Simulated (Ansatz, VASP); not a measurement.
# GaN: VASP beside Ansatz

The input INCAR:

```
PREC = Accurate
ENCUT = 520
EDIFF = 1E-7
ISMEAR = -1
SIGMA = 0.02
LREAL = F
LASPH = T
NELM = 60
ALGO = Normal
ISIF = 2
LWAVE = F
LCHARG = T
GGA = PE
LELF = T
LVHAR = T
NBANDS = 26
```

Contents of KPOINTS:

```
Automatic mesh
0
Gamma
  12 12 6
```

Contents of POSCAR:

```
GaN
1.0
    3.1831493761      0.0000000000      0.0000000000
   -1.5915746880      2.7566882238      0.0000000000
    0.0000000000      0.0000000000      5.2872977339
Ga N
2 2
Direct
    0.3333333333      0.6666666667      0.0005148602
    0.6666666667      0.3333333333      0.5005148602
    0.3333333333      0.6666666667      0.3744851398
    0.6666666667      0.3333333333      0.8744851398
```

Input for Ansatz:

```yaml
crystal:
  lattice:
    - [3.1831493761, 0.0, 0.0]
    - [-1.591574688, 2.7566882238, 0.0]
    - [0.0, 0.0, 5.2872977339]
  atoms:
    - { symbol: Ga, position: [0.3333333333, 0.6666666667, 0.0005148602] }
    - { symbol: Ga, position: [0.6666666667, 0.3333333333, 0.5005148602] }
    - { symbol: "N", position: [0.3333333333, 0.6666666667, 0.3744851398] }
    - { symbol: "N", position: [0.6666666667, 0.3333333333, 0.8744851398] }
kpoints:
  mp_grid: { grid: [12, 12, 6] }
  band_path:
    path:
      - [0.0, 0.0, 0.0]
      - [0.5, 0.0, 0.0]
      - [0.3333333333, 0.3333333333, 0.0]
      - [0.0, 0.0, 0.5]
      - [0.5, 0.0, 0.5]
      - [0.3333333333, 0.3333333333, 0.5]
    npoints: 1
hamiltonian:
  xc: pbe
scf:
  occupations: { method: fermi_dirac, width: 0.02 }
  n_extra_bands: 5
output:
  forces: true
  stress: true
  eigenvalues: true
```

Change from the starting cell: uniaxial_z strain +2.0%.

Alike in both runs: task single point; functional PBE; k mesh 12 × 12 × 6; occupations fermi-dirac, width 0.02 eV; no spin polarisation.

|  | VASP | Ansatz |
| --- | --- | --- |
| version | VASP 6.6.1 | Ansatz 0.2.0 |
| potentials or method | VASP PAW PBE potentials, release 64 (Ga_d, N) | plane waves, PAW |
| plane-wave cutoff (eV) | 520 | 420 |
| valence electrons in the cell | 36 | 36 |

```tsv
	VASP	Ansatz	Ansatz less VASP
gap on the k mesh at the Fermi level (eV)	1.73	1.72	-0.006
pressure (GPa)	2.5	2.4	-0.09
traceless stress, the component that is largest in VASP (GPa)	-3.79	-3.80	-0.014
rms of the force components (eV/Å)	0.009	0.010	+0.0009
```

Atom by atom the forces differ by 0.001 eV/Å (rms over components).
